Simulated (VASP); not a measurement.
## CdF2: single point with PBE

The system is CdF2.

```
Cd F
1.0
     0.00000    2.76343    2.83832
     2.76343    0.00000    2.83832
     2.76343    2.76343    0.00000
Cd F
1 2
Direct
  0.00000 0.00000 0.00000
  0.25000 0.25000 0.25000
  0.75000 0.75000 0.75000
```

This cell differs from its parent crystal: volume 14.450 Å^3 an atom, c/a of the conventional cell 1.0271.

```yaml
Program: VASP 6.6.1
Task: single point
Functional: PBE
Potentials_or_basis: VASP PAW PBE potentials, release 64 (Cd, F)
Cutoff: 520 eV
k_mesh: 8 × 8 × 8
Occupations: gaussian, width 0.05 eV
Spin: no spin polarisation
Dipole_correction: no
Further_INCAR_settings: ALGO = Normal; EDIFF = 1e-06; NBANDS = 20
```

| Quantity | Value |
| --- | --- |
| Pressure | -3.9 GPa |
| Band gap on the k mesh | 2.67 eV, indirect (least direct gap 3.26 eV) |

Stress tensor (GPa, compression positive):
```
-2.99  0.00  0.00
 0.00 -2.99  0.00
 0.00  0.00 -5.66
```

Levels at points of the mesh, in eV from the valence-band top:
```csv
k point,band 9,band 10,band 11,band 12,band 13,band 14,band 15,band 16,band 17,band 18
"(0.00, 0.00, 0.00)",-0.70,-0.70,-0.66,-0.66,-0.59,2.67,12.13,12.13,12.22,16.67
"(0.50, 0.00, 0.00)",-1.89,-1.54,-1.48,-0.49,-0.47,6.37,8.75,13.49,13.65,17.29
"(0.50, 0.50, 0.00)",-2.46,-2.46,-0.44,-0.08,-0.08,7.15,9.11,11.68,13.41,13.41
"(0.50, 0.00, 0.50)",-2.53,-2.47,-0.31,-0.16,-0.07,7.12,9.04,11.66,13.15,13.44
```

Run time: 36 s on 1 thread of Intel(R) Xeon(R) Platinum 8488C (Sapphire Rapids), on a shared host, peak memory 0.19 GiB.

 A k mesh can miss the band edges.
